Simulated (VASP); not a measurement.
Runs of VASP 6.6.1 on Cu. The structure is that of space group I4/mmm (No. 139), or close to it. The cells are those of the table. 

```csv
cell,gap on the mesh (eV),pressure (GPa)
"a = 2.460 Å, angles 106.0, 106.0, 116.7°, 1 atom",none,(a)
"a = 2.457 Å, angles 106.9, 106.9, 114.8°, 1 atom",none,(b)
"a = 2.448 Å, angles 106.6, 106.6, 115.4°, 1 atom",none,-2.8
"a = 2.417 Å, angles 106.6, 106.6, 115.5°, 1 atom",none,4.3
"a = 2.426 Å, angles 106.9, 106.9, 114.8°, 1 atom",none,1.2
```

Alike in all rows: task single point; level LDA; potentials or basis VASP PAW LDA potentials, release 64 (Cu); no spin polarisation; k mesh 22 × 22 × 22; cutoff (eV) 520; smearing gaussian 0.15 eV.

Estimate the missing entries.

(a) -4.7; (b) -5.2.

A gap of «none» marks levels without a gap at the run's occupations.
